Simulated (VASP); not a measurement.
A run of VASP 6.6.1 is set up as follows.

The input INCAR:

```
SYSTEM = Hf
  PREC = Accurate
  ENCUT = 520
  EDIFF = 1E-6
  ISMEAR = -1
  SIGMA = 0.05
  LREAL = .FALSE.
  LASPH = .TRUE.
  NELM = 80
  ALGO = Fast
  ISIF = 2
  LWAVE = .FALSE.
  LCHARG = .FALSE.
  GGA = PS
  NBANDS = 22
```

The input KPOINTS:

```
Automatic mesh
0
G
  6 6 9
  0 0 0
```

Contents of POSCAR:

```
Hf
1.0
    4.9170166405      0.0000000000      0.0000000000
   -2.4585083202      4.2582613215      0.0000000000
    0.0000000000      0.0000000000      3.0670431341
Hf
3
Direct
    0.0000000000      0.0000000000      0.0000000000
    0.3333333333      0.6666666667      0.5000000000
    0.6666666667      0.3333333333      0.5000000000
```

Potentials or basis: VASP PAW PBE potentials, release 64 (Hf_pv).

Launch:

```sh
$ cat potpaw_PBE.64/Hf_pv/POTCAR > POTCAR
$ mpirun -np 1 vasp_std > vasp.out
```

(1) What does it give for the band gap on the k mesh?

(2) Estimate the pressure.

Results:

(1) zero (band 15 reaches 5.18 eV, above the bottom of band 16 at 4.29 eV).

(2) -0.3 GPa.

Caveat: the PAW data sets were made with another functional, which shifts forces and pressure a little; spin-orbit coupling is left out, which moves the levels of the heavy elements.
